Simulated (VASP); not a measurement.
SnTe: single point with PBEsol

Crystal: SnTe.

```xyz
2
Lattice="0.0000 3.6111 3.6111 3.6111 0.0000 3.6111 3.6111 3.6111 0.0000" Properties=species:S:1:pos:R:3 pbc="T T T"
Te    1.8056    1.8056    1.8056
Sn    0.0000    0.0000    0.0000
```

- Program: VASP 6.6.1
- Task: single point
- Functional: PBEsol
- Potentials or basis: VASP PAW PBE potentials, release 64 (Te, Sn_d)
- Cutoff: 520 eV
- k mesh: 4 × 4 × 4
- Occupations: fermi-dirac, width 0.03 eV
- Spin: no spin polarisation
- Dipole correction: no
- Further INCAR settings: ALGO = Normal; EDIFF = 1e-06; NBANDS = 17

The pressure is -1.7 GPa and the band gap on the k mesh is 0.05 eV (least direct gap 0.77 eV).

Levels at points of the mesh, in eV from the valence-band top:
```csv
k point,band 8,band 9,band 10,band 11,band 12,band 13
"(0.00, 0.00, 0.00)",-1.96,-1.96,-1.96,0.98,0.98,0.98
"(0.50, 0.00, 0.00)",-2.49,-2.49,-2.09,1.78,1.78,3.35
"(0.50, 0.50, 0.00)",-3.15,-3.15,-0.72,0.05,3.85,3.85
```

Wall time 39 s on 1 thread of Intel Xeon 8259CL, on a shared host, peak memory 0.24 GiB.

Caveat: semilocal functionals underestimate gaps, and a narrow one can read as zero; the PAW data sets were made with another functional, which shifts forces and pressure a little; spin-orbit coupling is left out, which moves the levels of the heavy elements. A k mesh can miss the band edges.
